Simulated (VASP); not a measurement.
# LiF (P6_3mc) in VASP: a series of runs

The runs below take LiF through single point, with PBE.

Program: VASP 6.6.1. These are calculated values, not measurements. Logs are shortened: lines on timing, memory, paths and dates and some standing lists are left out, and cuts for length are marked.

## (1) The cell of the first run

The structure is hexagonal, space group P6_3mc (No. 186). Conventional cell: a = 3.178 Å, b = 3.178 Å, c = 4.744 Å, α = 90.00°, β = 90.00°, γ = 120.00°. Within 2.2 Å of Li (site symmetry 3m) lie 4 F at 1.64 to 1.97 Å. Within 2.2 Å of F (site symmetry 3m) lie 4 Li at 1.64 to 1.97 Å.

## (2) Single point, PBE (c/a of the conventional cell at fixed volume 1.4929)

The input, INCAR:

```
ALGO = Normal
EDIFF = 1E-6
ENCUT = 520
GGA = PE
ISIF = 2
ISMEAR = 0
LASPH = T
LCHARG = F
LREAL = F
LWAVE = F
NBANDS = 18
NELM = 60
PREC = Accurate
SIGMA = 0.05
```

The input, KPOINTS:

```
k-points
0
Gamma
  9 9 6
```

The input, POSCAR:

```
LiF
1.0
    3.1775711328      0.0000000000      0.0000000000
   -1.5887855664      2.7518573233      0.0000000000
    0.0000000000      0.0000000000      4.7437959441
Li F
2 2
Direct
    0.3333333333      0.6666666667      0.3402706354
    0.6666666667      0.3333333333      0.8402706354
    0.3333333333      0.6666666667      0.9939266766
    0.6666666667      0.3333333333      0.4939266766
```

Potentials or basis: VASP PAW PBE potentials, release 64 (Li_sv, F).

Launch:

```
$ cat potpaw_PBE.64/Li_sv/POTCAR potpaw_PBE.64/F/POTCAR > POTCAR
$ mpirun -np 1 vasp_std > vasp.out
```

OUTCAR:

```text
EDIFF = 1E-6
   ENCUT = 520
   GGA = PE
   ISIF = 2
   ISMEAR = 0
   LASPH = T
   LREAL = F
   NELM = 60
   PREC = Accurate

 ion  position               nearest neighbor table
   1  0.333  0.667  0.340-   3 1.64   4 1.97   4 1.97   4 1.97
   2  0.667  0.333  0.840-   4 1.64   3 1.97   3 1.97   3 1.97
   3  0.333  0.667  0.994-   1 1.64   2 1.97   2 1.97   2 1.97
   4  0.667  0.333  0.494-   2 1.64   1 1.97   1 1.97   1 1.97

  LATTYP: Found a hexagonal cell.
 ALAT       =     3.1775711328
 C/A-ratio  =     1.4929000000

  Lattice vectors:

 A1 = (   3.1775711328,   0.0000000000,   0.0000000000)
 A2 = (  -1.5887855664,   2.7518573233,   0.0000000000)
 A3 = (   0.0000000000,   0.0000000000,   4.7437959441)

Analysis of symmetry for initial positions (statically):
=====================================================================
 Subroutine PRICEL returns:
 Original cell was already a primitive cell.

 Routine SETGRP: Setting up the symmetry group for a
 hexagonal supercell.

 Subroutine GETGRP returns: Found 12 space group operations
 (whereof  6 operations were pure point group operations)
 out of a pool of 24 trial point group operations.

The static configuration has the point symmetry C_3v.
 The point group associated with its full space group is C_6v.

Analysis of symmetry for dynamics (positions and initial velocities):
=====================================================================
 Subroutine PRICEL returns:
 Original cell was already a primitive cell.

 Routine SETGRP: Setting up the symmetry group for a
 hexagonal supercell.

 Subroutine GETGRP returns: Found 12 space group operations
 (whereof  6 operations were pure point group operations)
 out of a pool of 24 trial point group operations.

The dynamic configuration has the point symmetry C_3v.
 The point group associated with its full space group is C_6v.

 Subroutine INISYM returns: Found 12 space group operations
 (whereof  6 operations are pure point group operations),
 and found     1 'primitive' translations

----------------------------------------------------------------------------------------

                                     Primitive cell

  volume of cell :      41.4808

  direct lattice vectors                    reciprocal lattice vectors
     3.177571133  0.000000000  0.000000000     0.314705779  0.181695466  0.000000000
    -1.588785566  2.751857323  0.000000000     0.000000000  0.363390933  0.000000000
[... 92 lines left out ...]
   NSW    =      0    number of steps for IOM
   IBRION =     -1    ionic relax: 0-MD 1-quasi-New 2-CG
   NFREE  =      0    steps in history (QN), initial steepest desc. (CG)
   ISIF   =      2    stress and relaxation
   ISYM   =      2    0-nonsym 1-usesym 2-fastsym
   POTIM  = 0.5000    time-step for ionic-motion
   TEBEG  =    0.0;   TEEND  =   0.0 temperature during run
   PSTRESS=    0.0 pullay stress
   NELECT =      20.0000    total number of electrons
   NUPDOWN=      -1.0000    fix difference up-down
   EMIN   =  10.00;   EMAX   =-10.00  energy-range for DOS
   EFERMI =   0.00;   METHOD = LEGACY
   ISMEAR =     0;   SIGMA  =   0.05  broadening in eV -4-tet -1-fermi 0-gaus
   EFERMI_NEDOS =   21; number of points for ismear=-14 and -15
   IALGO  =     38    algorithm
   IMIX   =      4    mixing-type and parameters
     AMIX     =   0.40;   BMIX     =  1.00
     AMIX_MAG =   1.60;   BMIX_MAG =  1.00
  volume/ion in A,a.u.               =      10.37        69.98
  Fermi-wavevector in a.u.,A,eV,Ry     =   1.283716  2.425872 22.421420  1.647928
  Thomas-Fermi vector in A             =   2.415953
   LORBIT       =      0    0 simple, 1 ext, 2 COOP (PROOUT), +10 PAW based schemes
   GGA     = PE    functional components
   LHFCALC =     F    Hartree Fock is set to
   AEXX    =    0.0000 exact exchange contribution
   IVDW    =     0    specifies the selected vdW correction
   LEPSILON=     F    determine dielectric tensor
   LRPA    =     F    only Hartree local field effects (RPA)
 non-spin polarized calculation
 Gauss-broadening in eV      SIGMA  =   0.05
  energy-cutoff  :      520.00
  volume of cell :       41.48
 maximum number of plane-waves:      1132
 NGX is ok and might be reduce to    24

 number of electron      20.0000028 magnetization

 Free energy of the ion-electron system (eV)
  ---------------------------------------------------
  ext. energy  EPLUGINS =         0.00000000
  ---------------------------------------------------
  free energy    TOTEN  =       -18.99144236 eV

  energy without entropy =      -18.99144236  energy(sigma->0) =      -18.99144236

 E-fermi :  -2.5302     XC(G=0):  -8.6136

 val. band max:       -2.7794749244   @ k =   0.0000   0.0000   0.0000
 cond. band min:       4.8279410925   @ k =   0.0000   0.0000   0.0000
 fundamental gap:      7.6074160169
 Fermi energy:        -2.5301690554

 k-point     1 :       0.0000    0.0000    0.0000
  band No.  band energies     occupation
      1     -43.1812      2.00000
      2     -43.1337      2.00000
      3     -22.0590      2.00000
      4     -21.9098      2.00000
      5      -4.5965      2.00000
      6      -3.1609      2.00000
[... 481 lines left out ...]
      5      -4.4927      2.00000
      6      -4.0036      2.00000
[... 10 lines left out ...]
     17      15.8945      0.00000
     18      17.7864      0.00000

 [... further k-points ...]

------------------------ aborting loop because EDIFF is reached ----------------------------------------

  FORCE on cell =-STRESS in cart. coord.  units (eV):
  Direction    XX          YY          ZZ          XY          YZ          ZX
  --------------------------------------------------------------------------------------
  -------------------------------------------------------------------------------------
  Total       -0.7918116     -0.7918116      4.4542532      0.0000000     -0.0000000     -0.0000000
  in kB      -30.5833649    -30.5833649    172.0435081      0.0000000     -0.0000000     -0.0000000
  external PRESSURE =      36.9589261 kB  Pullay stress =       0.0000000 kB

 VOLUME and BASIS-vectors are now :
 -----------------------------------------------------------------------------
  energy-cutoff  :      520.00
  volume of cell :       41.48
      direct lattice vectors                 reciprocal lattice vectors
     3.177571133  0.000000000  0.000000000     0.314705779  0.181695466  0.000000000
    -1.588785566  2.751857323  0.000000000     0.000000000  0.363390933  0.000000000
     0.000000000  0.000000000  4.743795944     0.000000000  0.000000000  0.210801647

 POSITION                                       TOTAL-FORCE (eV/Angst)
 -----------------------------------------------------------------------------------
     -0.00000      1.83457      1.61417        -0.000000     -0.000000      1.562152
      1.58879      0.91729      3.98607         0.000000      0.000000      1.562152
     -0.00000      1.83457      4.71499         0.000000     -0.000000     -1.562152
      1.58879      0.91729      2.34309        -0.000000      0.000000     -1.562152
 -----------------------------------------------------------------------------------
    total drift:                               -0.000000     -0.000001      0.012099

  FREE ENERGIE OF THE ION-ELECTRON SYSTEM (eV)
  ---------------------------------------------------
  free  energy   TOTEN  =       -18.9914423648 eV

  energy  without entropy=      -18.9914423648  energy(sigma->0) =      -18.99144236
```

OSZICAR:

```text
N       E                     dE             d eps       ncg     rms          rms(c)
DAV:   1     0.120477812679E+03    0.12048E+03   -0.10636E+04  1736   0.119E+03
DAV:   2    -0.991541254608E+01   -0.13039E+03   -0.12725E+03  1944   0.296E+02
DAV:   3    -0.204530382855E+02   -0.10538E+02   -0.10476E+02  3238   0.622E+01
DAV:   4    -0.205445605272E+02   -0.91522E-01   -0.91362E-01  2096   0.744E+00
DAV:   5    -0.205456439773E+02   -0.10835E-02   -0.10831E-02  2384   0.656E-01    0.762E+00
DAV:   6    -0.189284799145E+02    0.16172E+01   -0.45623E+00  1844   0.159E+01    0.234E+00
DAV:   7    -0.189530624083E+02   -0.24582E-01   -0.14899E-01  1958   0.265E+00    0.154E+00
DAV:   8    -0.189915341541E+02   -0.38472E-01   -0.71607E-02  1942   0.260E+00    0.400E-01
DAV:   9    -0.189902571322E+02    0.12770E-02   -0.89024E-03  2352   0.769E-01    0.107E-01
DAV:  10    -0.189914229990E+02   -0.11659E-02   -0.14063E-03  1910   0.277E-01    0.275E-02
DAV:  11    -0.189914391479E+02   -0.16149E-04   -0.44818E-05  2246   0.631E-02    0.771E-03
DAV:  12    -0.189914418416E+02   -0.26936E-05   -0.91909E-06  1924   0.259E-02    0.316E-03
DAV:  13    -0.189914423648E+02   -0.52319E-06   -0.60708E-07  1866   0.659E-03
   1 F= -.18991442E+02 E0= -.18991442E+02  d E =-.273679E-14
```

Run time: 16 s. Hardware: 1 thread of Intel Xeon Platinum 8488C (Sapphire Rapids), shared host; peak memory 0.16 GiB.

What came out:

- Free energy: -18.9914 eV
- Largest force: 1.562 eV/Å
- Band gap on the k mesh: 7.61 eV, direct

Forces in eV/Å, atoms in the order of the input:
```
Li   0.000  0.000  1.562
Li   0.000  0.000  1.562
F    0.000  0.000 -1.562
F    0.000  0.000 -1.562
```

Caveat: the cutoff is under 1.25 times the usual one of these potentials, so pressure, stress and relaxed cells hold a basis-set (Pulay) error; forces of over 1 eV/Å act on the atoms, so gaps and moduli don't describe the material at rest. A k mesh can miss the band edges.

## (3) Single point, PBE (c/a of the conventional cell at fixed volume 1.6685)

The input, INCAR:

```
  ALGO = Normal
  EDIFF = 1E-6
  ENCUT = 520
  GGA = PE
  ISIF = 2
  ISMEAR = 0
  LASPH = T
  LCHARG = F
  LREAL = F
  LWAVE = F
  NBANDS = 18
  NELM = 100
  PREC = Accurate
  SIGMA = 0.05
```

KPOINTS is that of step 2.

The input, POSCAR:

```
LiF
1.0
    3.0619407579      0.0000000000      0.0000000000
   -1.5309703789      2.6517184812      0.0000000000
    0.0000000000      0.0000000000      5.1088481545
Li F
2 2
Direct
    0.3333333333      0.6666666667      0.4320721835
    0.6666666667      0.3333333333      0.9320721835
    0.3333333333      0.6666666667      0.9939266766
    0.6666666667      0.3333333333      0.4939266766
```

Potentials or basis: VASP PAW PBE potentials, release 64 (Li_sv, F).

Launch:

```
$ cat potpaw_PBE.64/Li_sv/POTCAR potpaw_PBE.64/F/POTCAR > POTCAR
$ mpirun -np 1 vasp_std > vasp.out
```

Wall time 17 s (1 thread of Intel Xeon Platinum 8488C (Sapphire Rapids), shared host); peak memory 0.16 GiB.

The run converged. Its results:

| Property | Result |
| --- | --- |
| Free energy | -19.1207 eV |
| Largest force | 0.325 eV/Å |
| Band gap on the k mesh | 7.44 eV, direct |

Forces in eV/Å, atoms in the order of the input:
```
Li   0.000  0.000 -0.325
Li   0.000  0.000 -0.325
F    0.000  0.000  0.325
F    0.000  0.000  0.325
```

Levels at points of the mesh, in eV from the valence-band top:
```csv
k point,band 7,band 8,band 9,band 10,band 11,band 12,band 13,band 14
"(0.00, 0.00, 0.00)",-0.57,-0.36,-0.36,0.00,7.44,11.41,14.66,18.62
"(0.00, 0.00, 0.50)",-0.46,-0.46,-0.46,-0.46,9.14,9.14,16.71,16.71
```

Caveat: the cutoff is under 1.25 times the usual one of these potentials, so pressure, stress and relaxed cells hold a basis-set (Pulay) error.

## (4) Single point, PBE (c/a of the conventional cell at fixed volume 1.5681)

The input, INCAR:

```
SYSTEM = LiF
ALGO = Normal
EDIFF = 1E-6
ENCUT = 520
GGA = PE
ISIF = 2
ISMEAR = 0
LASPH = .True.
LCHARG = .False.
LREAL = .False.
LWAVE = .False.
NBANDS = 18
NELM = 100
PREC = Accurate
SIGMA = 0.05
```

The input, KPOINTS:

```
k-points
0
Gamma
  9 9 6
  0 0 0
```

The input, POSCAR:

```
LiF
1.0
    3.1259140087      0.0000000000      0.0000000000
   -1.5629570043      2.7071209416      0.0000000000
    0.0000000000      0.0000000000      4.9018781194
Li F
2 2
Direct
    0.3333333333      0.6666666667      0.4116718394
    0.6666666667      0.3333333333      0.9116718394
    0.3333333333      0.6666666667      0.9939266766
    0.6666666667      0.3333333333      0.4939266766
```

Launch:

```
$ cat potpaw_PBE.64/Li_sv/POTCAR potpaw_PBE.64/F/POTCAR > POTCAR
$ mpirun -np 1 vasp_std > vasp.out
```

It took 14 s on 1 thread of Intel Xeon Platinum 8488C (Sapphire Rapids), shared host; peak memory 0.16 GiB.

Results (log left out):

| Quantity | Value |
| --- | --- |
| Free energy | -19.2554 eV |
| Largest force | 0.247 eV/Å |
| Band gap on the k mesh | 7.44 eV, direct |

Forces in eV/Å, atoms in the order of the input:
```
Li   0.000  0.000 -0.247
Li   0.000  0.000 -0.247
F    0.000  0.000  0.247
F    0.000  0.000  0.247
```

Levels at points of the mesh, in eV from the valence-band top:
| k point | band 6 | band 7 | band 8 | band 9 | band 10 | band 11 | band 12 | band 13 | band 14 | band 15 |
| --- | --- | --- | --- | --- | --- | --- | --- | --- | --- | --- |
| (0.00, 0.00, 0.00) | -0.63 | -0.63 | -0.34 | -0.34 | 0.00 | 7.44 | 11.71 | 14.76 | 18.06 | 18.06 |
| (0.00, 0.00, 0.50) | -1.19 | -0.49 | -0.49 | -0.49 | -0.49 | 9.19 | 9.19 | 17.02 | 17.02 | 18.31 |

Caveat: the cutoff is under 1.25 times the usual one of these potentials, so pressure, stress and relaxed cells hold a basis-set (Pulay) error. A k mesh can miss the band edges.

## (5) Single point, PBE (c/a of the conventional cell at fixed volume 1.5681)

The input, INCAR:

```
PREC     = Accurate       # precision mode
ENCUT    = 520            # plane-wave cutoff, eV
EDIFF    = 1E-7           # SCF threshold, eV
ISMEAR   = 0              # smearing method
SIGMA    = 0.05           # smearing width, eV
LREAL    = F              # projectors in reciprocal space
LASPH    = T              # aspherical terms in the spheres
NELM     = 60             # most SCF steps
ALGO     = Normal         # electronic algorithm
ISIF     = 2              # what is computed and relaxed
LWAVE    = F              # write WAVECAR
LCHARG   = F              # write CHGCAR
GGA      = PE             # functional
NBANDS   = 18             # bands
```

The input, KPOINTS:

```
Automatic mesh
0
Gamma
  9 9 6
```

POSCAR, as its differences from that of step 4:

```diff
@@ -8,4 +8,4 @@
 Direct
-    0.3333333333      0.6666666667      0.4116718394
-    0.6666666667      0.3333333333      0.9116718394
+    0.3333333333      0.6666666667      0.3504708074
+    0.6666666667      0.3333333333      0.8504708074
     0.3333333333      0.6666666667      0.9939266766
```

Launch:

```
$ cat potpaw_PBE.64/Li_sv/POTCAR potpaw_PBE.64/F/POTCAR > POTCAR
$ mpirun -np 1 vasp_std > vasp.out
```

Wall time 17 s (1 thread of Intel Xeon Platinum 8488C (Sapphire Rapids), shared host); peak memory 0.16 GiB.

The run converged. Its results:

```
Free energy            : -19.2139 eV
Largest force          : 0.675 eV/Å
Band gap on the k mesh : 7.64 eV, direct
```

Forces in eV/Å, atoms in the order of the input:
```
Li   0.000  0.000  0.675
Li   0.000  0.000  0.675
F    0.000  0.000 -0.675
F    0.000  0.000 -0.675
```

Levels at points of the mesh, in eV from the valence-band top:
```csv
k point,band 6,band 7,band 8,band 9,band 10,band 11,band 12,band 13,band 14,band 15
"(0.00, 0.00, 0.00)",-0.31,-0.31,-0.11,0.00,0.00,7.64,11.85,14.80,18.39,18.39
"(0.00, 0.00, 0.50)",-1.03,-0.16,-0.16,-0.16,-0.16,9.20,9.20,17.58,17.58,18.65
```

Caveat: the cutoff is under 1.25 times the usual one of these potentials, so pressure, stress and relaxed cells hold a basis-set (Pulay) error. A k mesh can miss the band edges.

## (6) Single point, PBE (c/a of the conventional cell at fixed volume 1.5180)

The input, INCAR:

```
SYSTEM = LiF
PREC     = Accurate       ! precision mode
ENCUT    = 520            ! plane-wave cutoff, eV
EDIFF    = 1E-7           ! SCF threshold, eV
ISMEAR   = 0              ! smearing method
SIGMA    = 0.05           ! smearing width, eV
LREAL    = .False.        ! projectors in reciprocal space
LASPH    = .True.         ! aspherical terms in the spheres
NELM     = 100            ! most SCF steps
ALGO     = Normal         ! electronic algorithm
ISIF     = 2              ! what is computed and relaxed
LWAVE    = .False.        ! write WAVECAR
LCHARG   = .False.        ! write CHGCAR
GGA      = PE             ! functional
NBANDS   = 18             ! bands
```

The input, KPOINTS:

```
regular mesh
0
Gamma
  9 9 6
  0 0 0
```

The input, POSCAR:

```
LiF
1.0
    3.1599600852      0.0000000000      0.0000000000
   -1.5799800426      2.7366057088      0.0000000000
    0.0000000000      0.0000000000      4.7968194094
Li F
2 2
Direct
    0.3333333333      0.6666666667      0.4320721835
    0.6666666667      0.3333333333      0.9320721835
    0.3333333333      0.6666666667      0.9939266766
    0.6666666667      0.3333333333      0.4939266766
```

Potentials or basis: VASP PAW PBE potentials, release 64 (Li_sv, F).

Launch:

```
$ cat potpaw_PBE.64/Li_sv/POTCAR potpaw_PBE.64/F/POTCAR > POTCAR
$ mpirun -np 1 vasp_std > vasp.out
```

Wall time 23 s (1 thread of Intel Xeon Platinum 8488C (Sapphire Rapids), shared host); peak memory 0.16 GiB.

Results (log left out):

```yaml
Free_energy: -19.2314 eV
Largest_force: 0.232 eV/Å
Band_gap_on_the_k_mesh: 7.34 eV, direct
```

Forces in eV/Å, atoms in the order of the input:
```
Li   0.000  0.000 -0.232
Li   0.000  0.000 -0.232
F    0.000  0.000  0.232
F    0.000  0.000  0.232
```

Levels at points of the mesh, in eV from the valence-band top:
| k point | band 7 | band 8 | band 9 | band 10 | band 11 | band 12 | band 13 | band 14 |
| --- | --- | --- | --- | --- | --- | --- | --- | --- |
| (0.00, 0.00, 0.00) | -0.79 | -0.47 | -0.47 | 0.00 | 7.34 | 11.85 | 14.78 | 17.67 |
| (0.00, 0.00, 0.50) | -0.63 | -0.63 | -0.63 | -0.63 | 9.18 | 9.18 | 17.07 | 17.07 |

Caveat: the cutoff is under 1.25 times the usual one of these potentials, so pressure, stress and relaxed cells hold a basis-set (Pulay) error. A k mesh can miss the band edges.

## (7) The runs side by side

```csv
cell,gap on the mesh (eV),largest force (eV/Å)
"a = 3.178, b = 3.178, c = 4.744 Å, angles 90.0, 90.0, 120.0°, 4 atoms",7.61,1.56
"a = 3.062, b = 3.062, c = 5.109 Å, angles 90.0, 90.0, 120.0°, 4 atoms",7.44,0.32
"a = 3.126, b = 3.126, c = 4.902 Å, angles 90.0, 90.0, 120.0°, 4 atoms",7.64,0.67
"a = 3.160, b = 3.160, c = 4.797 Å, angles 90.0, 90.0, 120.0°, 4 atoms",7.34,0.23
```

Some of these runs hold the atoms at other places in the same cell, which the table doesn't show; runs alike in all that it shows share one row.

Alike in all rows: task single point; level PBE; potentials or basis VASP PAW PBE potentials, release 64 (Li_sv, F); no spin polarisation; k mesh 9 × 9 × 6; cutoff (eV) 520; smearing gaussian 0.05 eV.

Caveats: the cutoff is under 1.25 times the usual one of these potentials, so pressure, stress and relaxed cells hold a basis-set (Pulay) error; forces of over 1 eV/Å act on the atoms, so gaps and moduli don't describe the material at rest (some runs).

Absolute energies hang on the potentials; compare differences alone.
